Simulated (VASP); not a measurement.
A run of VASP 6.6.1 is set up as follows.

Contents of INCAR:

```
SYSTEM = La
PREC = Accurate
ENCUT = 520
EDIFF = 1E-6
ISMEAR = 0
SIGMA = 0.15
LREAL = .FALSE.
LASPH = .TRUE.
NELM = 80
ALGO = Fast
ISIF = 2
LWAVE = .FALSE.
LCHARG = .FALSE.
GGA = PS
NBANDS = 30
```

File KPOINTS:

```
regular mesh
0
G
  12 12 4
  0 0 0
```

Contents of POSCAR:

```
La
1.0
    3.6979000000      0.0000000000      0.0000000000
   -1.8489500000      3.2024753407      0.0000000000
    0.0000000000      0.0000000000     10.3055000000
La
4
Direct
    0.0000000000      0.0000000000      0.0000000000
    0.0000000000      0.0000000000      0.5000000000
    0.3333333333      0.6666666667      0.2500000000
    0.6666666667      0.3333333333      0.7500000000
```

Potentials or basis: VASP PAW PBE potentials, release 64 (La).

Command:

```console
$ cat potpaw_PBE.64/La/POTCAR > POTCAR
$ mpirun -np 1 vasp_std > vasp.out
```

**Question.** Predict the pressure.

**Answer.** 4.2 GPa.

**Question.** What does it give for the band gap on the k mesh?

**Answer.** Zero (bands 22 and 23 overlap by 1.06 eV).

Stress tensor (GPa, compression positive):
```
 1.18  0.00  0.00
 0.00  1.18  0.00
 0.00  0.00 10.23
```

Caveat: the stress differs along the axes, from 1 to 10 GPa; the PAW data sets were made with another functional, which shifts forces and pressure a little; spin-orbit coupling is left out, which moves the levels of the heavy elements.
